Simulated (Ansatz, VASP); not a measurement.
One calculation of La3Tl, two programs

Contents of INCAR:

```
PREC = Accurate
ENCUT = 520
EDIFF = 1E-8
ISMEAR = -1
SIGMA = 0.08
LREAL = F
LASPH = T
NELM = 100
ALGO = Normal
ISIF = 2
LWAVE = F
LCHARG = F
GGA = CA
LEFG = T
NBANDS = 31
```

File KPOINTS:

```
regular mesh
0
Gamma
  8 8 8
```

POSCAR

```
La3Tl
1.0
    5.0600000000      0.0000000000      0.0000000000
    0.0000000000      5.0600000000      0.0000000000
    0.0000000000      0.0000000000      5.1612000000
La Tl
3 1
Direct
    0.0000000000      0.5000000000      0.5000000000
    0.5000000000      0.0000000000      0.5000000000
    0.5000000000      0.5000000000      0.0000000000
    0.0000000000      0.0000000000      0.0000000000
```

Input for Ansatz:

```yaml
crystal:
  lattice:
    - [5.06, 0.0, 0.0]
    - [0.0, 5.06, 0.0]
    - [0.0, 0.0, 5.1612]
  atoms:
    - { symbol: La, position: [0.0, 0.5, 0.5] }
    - { symbol: La, position: [0.5, 0.0, 0.5] }
    - { symbol: La, position: [0.5, 0.5, 0.0] }
    - { symbol: Tl, position: [0.0, 0.0, 0.0] }
kpoints:
  mp_grid: { grid: [8, 8, 8] }
scf:
  occupations: { method: fermi_dirac, width: 0.08 }
hamiltonian:
  xc: lda
  pseudopotentials: { kind: all_electron, datasets: crystal }
output:
  forces: true
  stress: true
  eigenvalues: true
  efg: { contact_densities: true }
```

Change from the starting cell: zz strain of +2 %, crystal datasets.

Alike in both runs: task electric field gradients; functional LDA; k mesh 8 × 8 × 8; occupations fermi-dirac, width 0.08 eV; no spin polarisation.

|  | VASP | Ansatz |
| --- | --- | --- |
| version | VASP 6.6.1 | Ansatz 0.2.0 |
| potentials or method | VASP PAW LDA potentials, release 64 (La, Tl_d), cutoff 520 eV | all-electron PAW with datasets made for the crystal, scalar-relativistic |

Ansatz gave:

* pressure (GPa): -4.2
* traceless stress, the component that is largest in VASP (GPa): -0.34
* size of Vzz on the site where it differs most (V/Å²): 107.1

**Question.** Estimate VASP's values.

**Answer.** Pressure (GPa): -4.3; traceless stress, the component that is largest in VASP (GPa): -0.34; size of Vzz on the site where it differs most (V/Å²): 114.7.

LDA's correlation is that of Perdew and Zunger in VASP and of Perdew and Wang (1992) in Ansatz. Ansatz ran all-electron here, and VASP with PAW potentials.

Neither program's run includes spin-orbit coupling.
